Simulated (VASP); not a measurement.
Ge6N, 7 atoms in the cell. It takes space group F-43m (No. 216, cubic). The conventional cell has a = 8.998 Å, b = 8.998 Å, c = 8.998 Å, α = 90.00°, β = 90.00°, γ = 90.00°. Within 3.1 Å of Ge (site symmetry 3m) lie 4 Ge at 2.35 to 2.52 Å. Within 5.0 Å of Ge (site symmetry -43m) lie 16 Ge at 3.82 to 3.90 Å and 4 N at 3.90 Å. Ge (site symmetry -43m) has 4 Ge at 2.35 Å within 3.1 Å. N (site symmetry -43m) has 22 Ge at 3.68 to 4.50 Å within 4.8 Å. 

| Property | Result |
| --- | --- |
| Program | VASP 6.6.1 |
| Task | single point |
| Functional | PBE |
| Potentials or basis | VASP PAW PBE potentials, release 64 (Ge_d, N) |
| Cutoff | 520 eV |
| k mesh | 8 × 8 × 8 |
| Occupations | gaussian, width 0.1 eV |
| Spin | no spin polarisation |
| Dipole correction | no |
| Further INCAR settings | ALGO = Normal; EDIFF = 1e-07; NBANDS = 54 |

Potentials or basis: VASP PAW PBE potentials, release 64 (Ge_d, N).

Run with:

```bash
$ cat potpaw_PBE.64/Ge_d/POTCAR potpaw_PBE.64/N/POTCAR > POTCAR
$ mpirun -np 1 vasp_std > vasp.out
```

Hardware: 1 thread of AMD EPYC 9R45 96-Core Processor (Zen 5), on a shared host.

Question: How long does it take, and how much memory?

Answer: It took 3.9 min on 1 thread of AMD EPYC 9R45 96-Core Processor (Zen 5), with other jobs on the host, peak memory 0.4 GiB. Counts: scf iterations 22, k points 29.
